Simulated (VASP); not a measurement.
Here is a VASP 6.6.1 calculation.

INCAR

```
PREC = Accurate
ENCUT = 520
EDIFF = 1E-6
ISMEAR = -1
SIGMA = 0.1
LREAL = F
LASPH = T
NELM = 100
ALGO = Normal
ISIF = 2
LWAVE = F
LCHARG = T
GGA = PE
LELF = T
LVHAR = T
NBANDS = 9
```

Contents of KPOINTS:

```
Automatic mesh
0
Gamma
  20 20 20
```

The input POSCAR:

```
Se
1.0
    0.0000000000      2.1988153600      2.1988153600
    2.1988153600      0.0000000000      2.1988153600
    2.1988153600      2.1988153600      0.0000000000
Se
1
Direct
    0.0000000000      0.0000000000      0.0000000000
```

Potentials or basis: VASP PAW PBE potentials, release 64 (Se).

Run with:

```console
$ cat potpaw_PBE.64/Se/POTCAR > POTCAR
$ mpirun -np 1 vasp_std > vasp.out
```

Q: Estimate the band gap on the k mesh.

A: Zero (bands 3 and 4 overlap by 4.86 eV).

Q: Estimate the pressure.

A: -2.6 GPa.
